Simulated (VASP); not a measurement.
The system is CdTe.

```xyz
2
Lattice="0.0000 3.3091 3.3091 3.3091 0.0000 3.3091 3.3091 3.3091 0.0000" Properties=species:S:1:pos:R:3 pbc="T T T"
Cd    0.0000    0.0000    0.0000
Te    1.6545    1.6545    1.6545
```

- Program: VASP 6.6.1
- Task: relaxation of cell and atoms
- Functional: r2SCAN
- Potentials or basis: VASP PAW PBE potentials, release 64 (Cd, Te)
- Cutoff: 600 eV
- k mesh: 6 × 6 × 6
- Occupations: fermi-dirac, width 0.02 eV
- Spin: no spin polarisation

At the start: pressure -1.0 GPa; volume 36.23 Å³/atom.

Q: Where does the relaxation end?

A: Over 3 steps the energy falls by 2.9 meV/atom and the volume is 35.31 Å³/atom (-2.6 %); space group F-43m (No. 216, to 0.05 Å).

Step by step:
```tsv
step	energy change (eV)	largest force (eV/Å)	pressure (GPa)	volume (Å³)
1	0.0000	0.0000	-0.96	72.47
2	-0.0055	0.0000	0.25	70.21
3	-0.0058	0.0000	0.01	70.62
```

Final structure:
```yaml
crystal:
  lattice:
    - [0.00000, 3.28066, 3.28066]
    - [3.28066, 0.00000, 3.28066]
    - [3.28066, 3.28066, 0.00000]
  atoms:
    - { symbol: Cd, position: [0.00000, 0.00000, 0.00000] }
    - { symbol: Te, position: [0.25000, 0.25000, 0.25000] }
```

Caveat: the PAW data sets were made with another functional, which shifts forces and pressure a little.
